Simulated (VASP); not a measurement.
Here is a VASP 6.6.1 calculation.

The input INCAR:

```
  ALGO = Normal
  EDIFF = 1E-6
  ENCUT = 500
  GGA_COMPAT = F
  ISIF = 2
  ISMEAR = 0
  LASPH = T
  LCHARG = F
  LREAL = F
  LWAVE = F
  NBANDS = 32
  NELM = 120
  PREC = Accurate
  SIGMA = 0.05
```

Contents of KPOINTS:

```
k-points
0
Gamma
  8 8 8
```

The input POSCAR:

```
Zr3Ag
1.0
    4.4164950000      0.0000000000      0.0000000000
    0.0000000000      4.4164950000      0.0000000000
    0.0000000000      0.0000000000      4.4164950000
Zr Ag
3 1
Direct
    0.5000000000      0.5000000000      0.0000000000
    0.0000000000      0.5000000000      0.5000000000
    0.5000000000      0.0000000000      0.5000000000
    0.0000000000      0.0000000000      0.0000000000
```

Potentials or basis: VASP PAW LDA potentials, release 64 (Zr_sv, Ag).

Launch:

```bash
$ cat potpaw_LDA.64/Zr_sv/POTCAR potpaw_LDA.64/Ag/POTCAR > POTCAR
$ mpirun -np 1 vasp_std > vasp.out
```

Q: What does it give for the pressure?

A: -7.8 GPa.
